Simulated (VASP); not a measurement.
Wanted: the native input for a VASP 6.6.1 run.

```
Task                   : single point
Functional             : PBEsol
Dispersion             : D3(BJ)
Potentials or basis    : VASP PAW PBE potentials, release 64 (Hf_pv, O)
Cutoff                 : 520 eV
k mesh                 : 5 × 5 × 6
Occupations            : fermi-dirac, width 0.05 eV
Spin                   : no spin polarisation
Dipole correction      : no
Further INCAR settings : ALGO = Normal; EDIFF = 1e-06; NBANDS = 56
```

The structure of HfO2 lies in POSCAR:

```
HfO2
1.0
    5.0803194000      0.0000000000      0.0000000000
    0.0000000000      5.1648674500      0.0000000000
    0.0000000000      0.0000000000      4.8908836500
Hf O
4 8
Direct
    0.2225908200      0.7817995800      0.2720679400
    0.7225908200      0.7182004200      0.7279320600
    0.7774091800      0.2182004200      0.2720679400
    0.2774091800      0.2817995800      0.7279320600
    0.1868153200      0.1636487800      0.1045346200
    0.6868153200      0.3363512200      0.8954653800
    0.8131846800      0.8363512200      0.1045346200
    0.3131846800      0.6636487800      0.8954653800
    0.0000000000      0.5000000000      0.4890544500
    0.5000000000      0.0000000000      0.5109455500
    0.0000000000      0.0000000000      0.5756249900
    0.5000000000      0.5000000000      0.4243750100
```

One way to write it, as run:

INCAR

```
PREC     = Accurate       # precision mode
ENCUT    = 520            # plane-wave cutoff, eV
EDIFF    = 1E-6           # SCF threshold, eV
ISMEAR   = -1             # smearing method
SIGMA    = 0.05           # smearing width, eV
LREAL    = False          # projectors in reciprocal space
LASPH    = True           # aspherical terms in the spheres
NELM     = 100            # most SCF steps
ALGO     = Normal         # electronic algorithm
ISIF     = 2              # what is computed and relaxed
LWAVE    = False          # write WAVECAR
LCHARG   = False          # write CHGCAR
GGA      = PS             # functional
IVDW     = 12             # dispersion correction
NBANDS   = 56             # bands
```

KPOINTS

```
regular mesh
0
Gamma
  5 5 6
```

Potentials or basis: VASP PAW PBE potentials, release 64 (Hf_pv, O).

Launch:

```bash
$ cat potpaw_PBE.64/Hf_pv/POTCAR potpaw_PBE.64/O/POTCAR > POTCAR
$ mpirun -np 1 vasp_std > vasp.out
```

Results of the run:

- Pressure: -5.1 GPa
- Largest force: 0.091 eV/Å
- Band gap on the k mesh: 3.73 eV
- Dispersion energy per atom: -0.230 eV

Caveat: three body term missing; the cell stands under tension; the PAW data sets were made with another functional, which shifts forces and pressure a little; spin-orbit coupling is left out, which moves the levels of the heavy elements.

Run time: 4.2 min on 1 thread of Oxide Virtual Turin-like Processor (shared host), peak memory 0.31 GiB.
